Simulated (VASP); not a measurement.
Crystal: AlN.

```
CELL_PARAMETERS angstrom
0.05826 2.24314 2.24314
2.24314 0.05826 2.24314
2.24314 2.24314 0.05826
ATOMIC_POSITIONS crystal
Al 0.00129 0.00129 0.00129
N 0.24871 0.24871 0.24871
```

This cell differs from its parent crystal: strain along [111] +4.0%.

Base run:

```yaml
Program: VASP 6.6.1
Functional: PBE
Potentials_or_basis: VASP PAW PBE potentials, release 64 (Al, N)
Cutoff: 520 eV
k_mesh: 10 × 10 × 10
Occupations: fermi-dirac, width 0.02 eV
Spin: no spin polarisation
```

Its results: band gap on the k mesh 3.17 eV (least direct gap 3.69 eV); pressure -3.2 GPa.

**Question.** The run is repeated on the same cell with these changes: functional from PBE to r2SCAN; occupations from fermi-dirac, width 0.02 eV to gaussian, width 0.01 eV. What comes out?

**Answer.** Band gap on the k mesh 3.77 eV (least direct gap 4.36 eV); pressure -7.9 GPa.

Caveats: the cell stands under tension; the PAW data sets were made with another functional, which shifts forces and pressure a little (at least some runs).

A k mesh can miss the band edges.
